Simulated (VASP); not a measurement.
Set up this calculation in VASP 6.6.1, as the native input.

```yaml
Task: single point
Functional: LDA
Potentials_or_basis: VASP PAW LDA potentials, release 64 (Ir, P)
Cutoff: 500 eV
k_mesh: 14 × 14 × 14
Occupations: fermi-dirac, width 0.08 eV
Spin: no spin polarisation
Hubbard_terms: Ir d U = 1.0 eV
Dipole_correction: no
Further_INCAR_settings: ALGO = Normal; EDIFF = 1e-06; NBANDS = 14
```

The structure of PIr (rocksalt type) lies in POSCAR:

```
PIr
1.0
    0.0000000000      2.3426303038      2.3426303038
    2.3426303038      0.0000000000      2.3426303038
    2.3426303038      2.3426303038      0.0000000000
Ir P
1 1
Direct
    0.0000000000      0.0000000000      0.0000000000
    0.5000000000      0.5000000000      0.5000000000
```

These files were run (other wordings do the same):

INCAR

```
ALGO     = Normal         # electronic algorithm
EDIFF    = 1E-6           # SCF threshold, eV
ENCUT    = 500            # plane-wave cutoff, eV
GGA      = CA             # functional
GGA_COMPAT= F            
ISIF     = 2              # what is computed and relaxed
ISMEAR   = -1             # smearing method
LASPH    = T              # aspherical terms in the spheres
LCHARG   = F              # write CHGCAR
LDAU     = T              # DFT+U
LDAUJ    = 0 0          
LDAUL    = 2 -1           # shell
LDAUPRINT= 1            
LDAUTYPE = 2            
LDAUU    = 1 0            # U, eV
LMAXMIX  = 4              # l up to which the mixer works
LREAL    = F              # projectors in reciprocal space
LWAVE    = F              # write WAVECAR
NBANDS   = 14             # bands
NELM     = 200            # most SCF steps
PREC     = Accurate       # precision mode
SIGMA    = 0.08           # smearing width, eV
```

KPOINTS

```
k-points
0
Gamma
  14 14 14
```

Potentials or basis: VASP PAW LDA potentials, release 64 (Ir, P).

Launch:

```bash
$ cat potpaw_LDA.64/Ir/POTCAR potpaw_LDA.64/P/POTCAR > POTCAR
$ mpirun -np 1 vasp_std > vasp.out
```

It gave:

The pressure is 31.8 GPa. The band gap on the k mesh is zero (band 7 reaches 12.15 eV, above the bottom of band 8 at 10.14 eV).

Caveat: spin-orbit coupling is left out, which moves the levels of the heavy elements; U without spin polarisation on a metal has little footing; the U is typed as a test and isn't derived for this compound.

Run time: 8.1 s on 1 thread of Intel(R) Xeon(R) 6975P-C (Granite Rapids), on a shared host, peak memory 0.15 GiB.
